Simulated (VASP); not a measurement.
# V (Im-3m) in VASP: a series of runs

V is run at these levels: PBE, LDA; tasks: single point.

Everything below comes from runs of VASP 6.6.1. Logs are shortened: lines on timing, memory, paths and dates and some standing lists are left out, and cuts for length are marked.

**1. The cell of the first run**

It takes space group Im-3m (No. 229, cubic). The conventional cell has a = 3.026 Å, b = 3.026 Å, c = 3.026 Å, α = 90.00°, β = 90.00°, γ = 90.00°. Within 3.5 Å of V (site symmetry m-3m) lie 14 V at 2.62 to 3.03 Å.

**2. Single point, PBE, collinear spin, ferromagnetic start**

INCAR reads:

```
SYSTEM = V
PREC     = Accurate       ! precision mode
ENCUT    = 520            ! plane-wave cutoff, eV
EDIFF    = 1E-7           ! SCF threshold, eV
ISMEAR   = -1             ! smearing method
SIGMA    = 0.008617333262145177 ! smearing width, eV
LREAL    = .FALSE.        ! projectors in reciprocal space
LASPH    = .TRUE.         ! aspherical terms in the spheres
NELM     = 150            ! most SCF steps
ALGO     = Normal         ! electronic algorithm
ISIF     = 2              ! what is computed and relaxed
LWAVE    = .FALSE.        ! write WAVECAR
LCHARG   = .TRUE.         ! write CHGCAR
ISPIN    = 2              ! spin polarisation
MAGMOM   = 0.51           ! initial moments
LORBIT   = 11             ! projections on sites
LMAXMIX  = 4              ! l up to which the mixer works
GGA      = PE             ! functional
LELF     = .TRUE.         ! ELF
LVHAR    = .TRUE.       
NBANDS   = 16             ! bands
```

KPOINTS reads:

```
Automatic mesh
0
G
  6 6 6
  0 0 0
```

POSCAR reads:

```
V
1.0
   -1.5130000000      1.5130000000      1.5130000000
    1.5130000000     -1.5130000000      1.5130000000
    1.5130000000      1.5130000000     -1.5130000000
V
1
Direct
    0.0000000000      0.0000000000      0.0000000000
```

Potentials or basis: VASP PAW PBE potentials, release 64 (V_sv).

On the command line:

```sh
$ cat potpaw_PBE.64/V_sv/POTCAR > POTCAR
$ mpirun -np 1 vasp_std > vasp.out
```

OUTCAR:

```text
SYSTEM = V
   PREC = Accurate
   ENCUT = 520
   EDIFF = 1E-7
   ISMEAR = -1
   LREAL = .FALSE.
   LASPH = .TRUE.
   NELM = 150
   ISIF = 2
   ISPIN = 2
   LORBIT = 11
   GGA = PE

 ion  position               nearest neighbor table
   1  0.000  0.000  0.000-

  LATTYP: Found a body centered cubic cell.
 ALAT       =     3.0260000000

  Lattice vectors:

 A1 = (  -1.5130000000,   1.5130000000,   1.5130000000)
 A2 = (   1.5130000000,  -1.5130000000,   1.5130000000)
 A3 = (   1.5130000000,   1.5130000000,  -1.5130000000)

Analysis of symmetry for initial positions (statically):
=====================================================================
 Subroutine PRICEL returns:
 Original cell was already a primitive cell.

 Routine SETGRP: Setting up the symmetry group for a
 body centered cubic supercell.

 Subroutine GETGRP returns: Found 48 space group operations
 (whereof 48 operations were pure point group operations)
 out of a pool of 48 trial point group operations.

The static configuration has the point symmetry O_h .

Analysis of symmetry for dynamics (positions and initial velocities):
=====================================================================
 Subroutine PRICEL returns:
 Original cell was already a primitive cell.

 Routine SETGRP: Setting up the symmetry group for a
 body centered cubic supercell.

 Subroutine GETGRP returns: Found 48 space group operations
 (whereof 48 operations were pure point group operations)
 out of a pool of 48 trial point group operations.

The dynamic configuration has the point symmetry O_h .

Analysis of structural, dynamic, and magnetic symmetry:
=====================================================================
 Subroutine PRICEL returns:
 Original cell was already a primitive cell.

 Routine SETGRP: Setting up the symmetry group for a
 body centered cubic supercell.

 Subroutine GETGRP returns: Found 48 space group operations
 (whereof 48 operations were pure point group operations)
 out of a pool of 48 trial point group operations.

The overall configuration has the point symmetry O_h .

 Subroutine INISYM returns: Found 48 space group operations
 (whereof 48 operations are pure point group operations),
 and found     1 'primitive' translations

----------------------------------------------------------------------------------------

                                     Primitive cell

  volume of cell :      13.8541

  direct lattice vectors                    reciprocal lattice vectors
    -1.513000000  1.513000000  1.513000000     0.000000000  0.330469266  0.330469266
     1.513000000 -1.513000000  1.513000000     0.330469266  0.000000000  0.330469266
     1.513000000  1.513000000 -1.513000000     0.330469266  0.330469266  0.000000000

  length of vectors
     2.620592872  2.620592872  2.620592872     0.467354118  0.467354118  0.467354118

  position of ions in fractional coordinates (direct lattice)
     0.000000000  0.000000000  0.000000000

  ion indices of the primitive-cell ions
   primitive index   ion index
                 1           1

----------------------------------------------------------------------------------------

 KPOINTS: Automatic mesh

Automatic generation of k-mesh.
 Grid dimensions read from file:
 generate k-points for:    6    6    6

 Generating k-lattice:

  Cartesian coordinates                     Fractional coordinates (reciprocal lattice)
     0.000000000  0.055078211  0.055078211     0.166666667  0.000000000  0.000000000
     0.055078211  0.000000000  0.055078211     0.000000000  0.166666667  0.000000000
     0.055078211  0.055078211  0.000000000     0.000000000  0.000000000  0.166666667

  Length of vectors
     0.077892353  0.077892353  0.077892353

  Shift w.r.t. Gamma in fractional coordinates (k-lattice)
     0.000000000  0.000000000  0.000000000

 Subroutine IBZKPT returns following result:
 ===========================================

 Found     16 irreducible k-points:

 Following reciprocal coordinates:
            Coordinates               Weight
  0.000000  0.000000  0.000000      1.000000
  0.166667  0.000000  0.000000     12.000000
  0.333333  0.000000  0.000000     12.000000
  0.500000  0.000000  0.000000      6.000000
  0.166667  0.166667  0.000000     24.000000
  0.333333  0.166667  0.000000     48.000000
[... 8 lines left out ...]
  0.500000  0.500000  0.333333     12.000000
  0.500000  0.500000  0.500000      1.000000
   k-points           NKPTS =     16   k-points in BZ     NKDIM =     16   number of bands    NBANDS=     16
   number of dos      NEDOS =    301   number of ions     NIONS =      1
   total plane-waves  NPLWV =   8000
   dimension x,y,z NGX =    20 NGY =   20 NGZ =   20
   dimension x,y,z NGXF=    40 NGYF=   40 NGZF=   40
   ions per type =               1
   NGX,Y,Z   is equivalent  to a cutoff of  12.69, 12.69, 12.69 a.u.
   NGXF,Y,Z  is equivalent  to a cutoff of  25.38, 25.38, 25.38 a.u.
 SYSTEM =  V
   PREC   = accura    normal or accurate (medium, high low for compatibility)
   ISTART =      0    job   : 0-new  1-cont  2-samecut
   ICHARG =      2    charge: 1-file 2-atom 10-const
   ISPIN  =      2    spin polarized calculation?
   LNONCOLLINEAR =      F non collinear calculations
   LSORBIT =      F    spin-orbit coupling
   LASPH  =      T    aspherical Exc in radial PAW
   ENCUT  =  520.0 eV  38.22 Ry    6.18 a.u.   4.87  4.87  4.87*2*pi/ulx,y,z
   NELM   =    150;   NELMIN=  2; NELMDL= -5     # of ELM steps
   EDIFF  = 0.1E-06   stopping-criterion for ELM
   LREAL  =      F    real-space projection
   EDIFFG = 0.1E-05   stopping-criterion for IOM
   NSW    =      0    number of steps for IOM
   IBRION =     -1    ionic relax: 0-MD 1-quasi-New 2-CG
   NFREE  =      0    steps in history (QN), initial steepest desc. (CG)
   ISIF   =      2    stress and relaxation
   ISYM   =      2    0-nonsym 1-usesym 2-fastsym
   POTIM  = 0.5000    time-step for ionic-motion
   TEBEG  =    0.0;   TEEND  =   0.0 temperature during run
   PSTRESS=    0.0 pullay stress
   NELECT =      13.0000    total number of electrons
   NUPDOWN=      -1.0000    fix difference up-down
   EMIN   =  10.00;   EMAX   =-10.00  energy-range for DOS
   EFERMI =   0.00;   METHOD = LEGACY
   ISMEAR =    -1;   SIGMA  =   0.01  broadening in eV -4-tet -1-fermi 0-gaus
   EFERMI_NEDOS =   21; number of points for ismear=-14 and -15
   IALGO  =     38    algorithm
   IMIX   =      4    mixing-type and parameters
     AMIX     =   0.40;   BMIX     =  1.00
     AMIX_MAG =   1.60;   BMIX_MAG =  1.00
  volume/ion in A,a.u.               =      13.85        93.49
  Fermi-wavevector in a.u.,A,eV,Ry     =   1.602742  3.028744 34.950411  2.568783
  Thomas-Fermi vector in A             =   2.699515
   LORBIT       =     11    0 simple, 1 ext, 2 COOP (PROOUT), +10 PAW based schemes
   GGA     = PE    functional components
   LHFCALC =     F    Hartree Fock is set to
   AEXX    =    0.0000 exact exchange contribution
   IVDW    =     0    specifies the selected vdW correction
   LEPSILON=     F    determine dielectric tensor
   LRPA    =     F    only Hartree local field effects (RPA)
 spin polarized calculation
  energy-cutoff  :      520.00
  volume of cell :       13.85
 maximum number of plane-waves:       384
   NGX =  9   NGY =  9   NGZ =  9

 number of electron      12.9999996 magnetization       0.6393069

 Free energy of the ion-electron system (eV)
  ---------------------------------------------------
  ext. energy  EPLUGINS =         0.00000000
  ---------------------------------------------------
  free energy    TOTEN  =        -8.95098554 eV

  energy without entropy =       -8.95065246  energy(sigma->0) =       -8.95081900

 E-fermi :   9.4293     XC(G=0): -12.7435

 val. band max:        9.3492154775   @ k =   0.1667   0.0000   0.0000
 cond. band min:       9.4292764504   @ k =   0.5000   0.5000   0.1667
 fundamental gap:      0.0800609729
 Fermi energy:         9.4292745888

 spin component 1

 k-point     1 :       0.0000    0.0000    0.0000
  band No.  band energies     occupation
      1     -54.5767      1.00000
      2     -27.9195      1.00000
      3     -27.9195      1.00000
      4     -27.9195      1.00000
      5       2.6149      1.00000
      6       9.5138      0.00006
[... 8 lines left out ...]
     15      36.2740      0.00000
     16      40.1822      0.00000

 k-point     2 :       0.1667    0.0000    0.0000
  band No.  band energies     occupation
      1     -54.5329      1.00000
      2     -28.1324      1.00000
      3     -27.9854      1.00000
      4     -27.9208      1.00000
      5       3.6522      1.00000
      6       9.1043      1.00000
[... 8 lines left out ...]
     15      35.2173      0.00000
     16      35.8540      0.00000

 k-point     3 :       0.3333    0.0000    0.0000
  band No.  band energies     occupation
      1     -54.4442      1.00000
      2     -28.5446      1.00000
      3     -28.1153      1.00000
      4     -27.9235      1.00000
      5       5.6635      1.00000
      6       8.3685      1.00000
[... 8 lines left out ...]
     15      34.9174      0.00000
     16      38.1870      0.00000
[... 210 lines left out ...]
 k-point    15 :       0.5000    0.5000    0.3333
  band No.  band energies     occupation
      1     -54.3074      1.00000
      2     -28.5517      1.00000
      3     -28.4109      1.00000
      4     -28.3497      1.00000
      5       6.8342      1.00000
      6       6.9509      1.00000
[... 8 lines left out ...]
     15      33.2149      0.00000
     16      39.7383      0.00000

 k-point    16 :       0.5000    0.5000    0.5000
  band No.  band energies     occupation
      1     -54.2765      1.00000
      2     -28.4864      1.00000
      3     -28.4864      1.00000
      4     -28.4864      1.00000
      5       6.3523      1.00000
      6       6.3523      1.00000
[... 8 lines left out ...]
     15      30.4430      0.00000
     16      40.8987      0.00000
 Fermi energy:         9.4292745888

 spin component 2

 k-point     1 :       0.0000    0.0000    0.0000
  band No.  band energies     occupation
      1     -54.1416      1.00000
      2     -27.4900      1.00000
      3     -27.4900      1.00000
      4     -27.4900      1.00000
      5       3.0763      1.00000
      6      10.0723      0.00000
[... 8 lines left out ...]
     15      36.5906      0.00000
     16      40.8021      0.00000

 k-point     2 :       0.1667    0.0000    0.0000
  band No.  band energies     occupation
      1     -54.0979      1.00000
      2     -27.7019      1.00000
      3     -27.5553      1.00000
      4     -27.4914      1.00000
      5       4.1137      1.00000
      6       9.6606      0.00000
[... 8 lines left out ...]
     15      35.7589      0.00000
     16      36.3339      0.00000

 k-point     3 :       0.3333    0.0000    0.0000
  band No.  band energies     occupation
      1     -54.0097      1.00000
      2     -28.1123      1.00000
      3     -27.6841      1.00000
      4     -27.4945      1.00000
      5       6.1279      1.00000
      6       8.9213      1.00000
[... 8 lines left out ...]
     15      35.3663      0.00000
     16      38.5949      0.00000
[... 210 lines left out ...]
 k-point    15 :       0.5000    0.5000    0.3333
  band No.  band energies     occupation
      1     -53.8736      1.00000
      2     -28.1177      1.00000
      3     -27.9772      1.00000
      4     -27.9167      1.00000
      5       7.1549      1.00000
      6       7.2740      1.00000
[... 8 lines left out ...]
     15      33.5609      0.00000
     16      40.3843      0.00000

 k-point    16 :       0.5000    0.5000    0.5000
  band No.  band energies     occupation
      1     -53.8429      1.00000
      2     -28.0520      1.00000
      3     -28.0520      1.00000
      4     -28.0520      1.00000
      5       6.6668      1.00000
      6       6.6668      1.00000
[... 8 lines left out ...]
     15      30.7588      0.00000
     16      41.5966      0.00000

------------------------ aborting loop because EDIFF is reached ----------------------------------------

  FORCE on cell =-STRESS in cart. coord.  units (eV):
  Direction    XX          YY          ZZ          XY          YZ          ZX
  --------------------------------------------------------------------------------------
  -------------------------------------------------------------------------------------
  Total       -0.3191135     -0.3191135     -0.3191135     -0.0000000     -0.0000000     -0.0000000
  in kB      -36.9044686    -36.9044686    -36.9044686     -0.0000000     -0.0000000     -0.0000000
  external PRESSURE =     -36.9044686 kB  Pullay stress =       0.0000000 kB

 VOLUME and BASIS-vectors are now :
 -----------------------------------------------------------------------------
  energy-cutoff  :      520.00
  volume of cell :       13.85
      direct lattice vectors                 reciprocal lattice vectors
    -1.513000000  1.513000000  1.513000000     0.000000000  0.330469266  0.330469266
     1.513000000 -1.513000000  1.513000000     0.330469266  0.000000000  0.330469266
     1.513000000  1.513000000 -1.513000000     0.330469266  0.330469266  0.000000000

 POSITION                                       TOTAL-FORCE (eV/Angst)
 -----------------------------------------------------------------------------------
      0.00000      0.00000      0.00000         0.000000      0.000000     -0.000000
 -----------------------------------------------------------------------------------
    total drift:                                0.000000     -0.000000      0.000000

  FREE ENERGIE OF THE ION-ELECTRON SYSTEM (eV)
  ---------------------------------------------------
  free  energy   TOTEN  =        -8.9509855450 eV

  energy  without entropy=       -8.9506524585  energy(sigma->0) =       -8.95081900

 total charge

# of ion       s       p       d       tot
------------------------------------------
    1        2.332   6.213   3.061  11.607

 magnetization (x)

# of ion       s       p       d       tot
------------------------------------------
    1        0.010   0.054   0.437   0.501
```

Wall time 14 s (1 thread of Intel Xeon 8259CL, shared host); peak memory 0.13 GiB.

What came out:

| Quantity | Value |
| --- | --- |
| Free energy | -8.9510 eV |
| Pressure | -3.7 GPa |
| Net moment | 0.64 μB per cell |
| Site moments | V +0.50 μB |
| Valence electrons inside the program's atomic spheres | V 11.61 |

Levels at points of the mesh, in eV from the Fermi level:
Spin up:
```tsv
k point	band 3	band 4	band 5	band 6	band 7	band 8	band 9	band 10	band 11	band 12
(0.00, 0.00, 0.00)	-37.35	-37.35	-6.81	0.08	0.08	0.08	2.17	2.17	19.97	19.97
(0.50, 0.00, 0.00)	-37.61	-37.35	-3.36	-1.40	1.26	2.12	2.51	3.66	9.54	15.43
(0.50, 0.50, 0.50)	-37.92	-37.92	-3.08	-3.08	3.28	3.28	3.28	9.62	9.62	9.62
```
Spin down:
| k point | band 4 | band 5 | band 6 | band 7 | band 8 | band 9 |
| --- | --- | --- | --- | --- | --- | --- |
| (0.00, 0.00, 0.00) | -36.92 | -6.35 | 0.64 | 0.64 | 0.64 | 2.43 |
| (0.50, 0.00, 0.00) | -36.93 | -2.90 | -0.84 | 1.71 | 2.48 | 2.78 |
| (0.50, 0.50, 0.50) | -37.48 | -2.76 | -2.76 | 3.82 | 3.82 | 3.82 |

Caveat: the k points lie up to 0.49 Å⁻¹ apart.

**3. Single point, LDA, collinear spin, ferromagnetic start**

INCAR reads:

```
ALGO = Normal ; EDIFF = 1E-6
ENCUT = 520 ; GGA = CA
ISIF = 2 ; ISMEAR = 0
ISPIN = 2 ; LASPH = T
LCHARG = F ; LMAXMIX = 4
LORBIT = 11 ; LREAL = F
LWAVE = F ; MAGMOM = 0.51
NBANDS = 16 ; NELM = 150
PREC = Accurate ; SIGMA = 0.1
```

KPOINTS reads:

```
k-points
0
Gamma
  6 6 6
```

POSCAR is that of step 2.

Potentials or basis: VASP PAW LDA potentials, release 64 (V_sv).

On the command line:

```sh
$ cat potpaw_LDA.64/V_sv/POTCAR > POTCAR
$ mpirun -np 1 vasp_std > vasp.out
```

Run time: 9.6 s. Hardware: 1 thread of Intel Xeon 8259CL, shared host; peak memory 0.12 GiB.

Results (log left out):

- Free energy: -9.8311 eV
- Pressure: -15.8 GPa
- Net moment: 0.56 μB per cell
- Site moments: V +0.44 μB
- Valence electrons inside the program's atomic spheres: V 11.63

Levels at points of the mesh, in eV from the Fermi level:
Spin up:
```tsv
k point	band 3	band 4	band 5	band 6	band 7	band 8	band 9	band 10	band 11	band 12
(0.00, 0.00, 0.00)	-36.93	-36.93	-6.65	0.16	0.16	0.16	2.14	2.14	20.14	20.14
(0.50, 0.00, 0.00)	-37.20	-36.94	-3.28	-1.31	1.45	2.12	2.48	3.76	9.64	15.56
(0.50, 0.50, 0.50)	-37.52	-37.52	-3.06	-3.06	3.38	3.38	3.38	9.75	9.75	9.75
```
Spin down:
| k point | band 2 | band 3 | band 4 | band 5 | band 6 | band 7 | band 8 | band 9 | band 10 | band 11 |
| --- | --- | --- | --- | --- | --- | --- | --- | --- | --- | --- |
| (0.00, 0.00, 0.00) | -36.58 | -36.58 | -36.58 | -6.31 | 0.56 | 0.56 | 0.56 | 2.43 | 2.43 | 20.47 |
| (0.50, 0.00, 0.00) | -37.43 | -36.84 | -36.58 | -2.93 | -0.92 | 1.79 | 2.45 | 2.77 | 4.16 | 10.00 |
| (0.50, 0.50, 0.50) | -37.16 | -37.16 | -37.16 | -2.76 | -2.76 | 3.78 | 3.78 | 3.78 | 10.11 | 10.11 |

Caveat: the k points lie up to 0.49 Å⁻¹ apart.

**4. Single point, PBE, collinear spin, ferromagnetic start**

This run uses another cell than the first one, of 16.07 Å³/atom, 1.160 times its volume.

INCAR reads:

```
SYSTEM = V
PREC = Accurate
ENCUT = 500
EDIFF = 1E-6
ISMEAR = -1
SIGMA = 0.17
LREAL = .FALSE.
LASPH = .TRUE.
NELM = 200
ALGO = Normal
ISIF = 2
LWAVE = .FALSE.
LCHARG = .FALSE.
ISPIN = 2
MAGMOM = 0.51
LORBIT = 11
LMAXMIX = 4
GGA = PE
NBANDS = 16
GGA_COMPAT = .FALSE.
```

KPOINTS reads:

```
Automatic mesh
0
G
  2 2 2
  0 0 0
```

POSCAR reads:

```
V
1.0
   -1.5897356902      1.5897356902      1.5897356902
    1.5897356902     -1.5897356902      1.5897356902
    1.5897356902      1.5897356902     -1.5897356902
V
1
Direct
    0.0000000000      0.0000000000      0.0000000000
```

Potentials or basis: VASP PAW PBE potentials, release 64 (V_sv).

On the command line:

```sh
$ cat potpaw_PBE.64/V_sv/POTCAR > POTCAR
$ mpirun -np 1 vasp_std > vasp.out
```

Wall time 4.7 s (1 thread of AMD EPYC 7R13, shared host); peak memory 0.12 GiB.

The run converged. Its results:

```yaml
Free_energy: -9.0919 eV
Pressure: -33.9 GPa
Net_moment: 0.63 μB per cell
Site_moments: V +0.18 μB
Valence_electrons_inside_the_program's_atomic_spheres: V 11.47
```

Levels at points of the mesh, in eV from the Fermi level:
Spin up:
| k point | band 5 | band 6 | band 7 | band 8 | band 9 | band 10 |
| --- | --- | --- | --- | --- | --- | --- |
| (0.00, 0.00, 0.00) | -7.48 | -0.41 | -0.41 | -0.41 | 1.25 | 1.25 |
| (0.50, 0.00, 0.00) | -3.69 | -1.69 | -0.23 | 1.22 | 1.54 | 2.57 |
| (0.50, 0.50, 0.50) | -3.28 | -3.28 | 2.26 | 2.26 | 2.26 | 7.44 |
Spin down:
| k point | band 4 | band 5 | band 6 | band 7 | band 8 | band 9 |
| --- | --- | --- | --- | --- | --- | --- |
| (0.00, 0.00, 0.00) | -38.06 | -6.43 | -0.26 | -0.26 | -0.26 | 1.39 |
| (0.50, 0.00, 0.00) | -38.06 | -3.08 | -1.43 | 0.92 | 1.33 | 1.62 |
| (0.50, 0.50, 0.50) | -38.42 | -2.71 | -2.71 | 2.32 | 2.32 | 2.32 |

Caveat: the k points lie up to 1.40 Å⁻¹ apart.

[end of part 1 of 2]
